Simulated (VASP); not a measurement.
Wanted: the native input for a VASP 6.6.1 run.

```
Task                   : single point
Functional             : PBE
Potentials or basis    : VASP PAW PBE potentials, release 64 (Cs_sv, H)
Cutoff                 : 520 eV
k mesh                 : 12 × 12 × 12
Occupations            : gaussian, width 0.1 eV
Spin                   : no spin polarisation
Dipole correction      : no
Further INCAR settings : ALGO = Normal; EDIFF = 1e-07; NBANDS = 12
```

The structure of CsH2 lies in POSCAR:

```
CsH2
1.0
    4.0135420867      0.0000000000      0.0000000000
   -2.0067710433      3.4758294062      0.0000000000
    0.0000000000      0.0000000000      4.1606718745
Cs H
1 2
Direct
    0.0000000000      0.0000000000      0.0000000000
    0.3333333333      0.6666666667      0.5000000000
    0.6666666667      0.3333333333      0.5000000000
```

These files were run (other wordings do the same):

INCAR

```
PREC     = Accurate       # precision mode
ENCUT    = 520            # plane-wave cutoff, eV
EDIFF    = 1E-7           # SCF threshold, eV
ISMEAR   = 0              # smearing method
SIGMA    = 0.1            # smearing width, eV
LREAL    = F              # projectors in reciprocal space
LASPH    = T              # aspherical terms in the spheres
NELM     = 60             # most SCF steps
ALGO     = Normal         # electronic algorithm
ISIF     = 2              # what is computed and relaxed
LWAVE    = F              # write WAVECAR
LCHARG   = T              # write CHGCAR
GGA      = PE             # functional
LELF     = T              # ELF
LVHAR    = T            
NBANDS   = 12             # bands
```

KPOINTS

```
regular mesh
0
Gamma
  12 12 12
```

Potentials or basis: VASP PAW PBE potentials, release 64 (Cs_sv, H).

Command:

```sh
$ cat potpaw_PBE.64/Cs_sv/POTCAR potpaw_PBE.64/H/POTCAR > POTCAR
$ mpirun -np 1 vasp_std > vasp.out
```

Results of the run:

```json
{"Pressure": "0.1 GPa", "Band gap on the k mesh": "zero (an odd number of electrons rules out a gap without spin polarisation)"}
```

Caveat: spin-orbit coupling is left out, which moves the levels of the heavy elements.

Run time: 44 s on 1 thread of Intel(R) Xeon(R) 6975P-C (Granite Rapids), with other jobs on the host, peak memory 0.23 GiB.
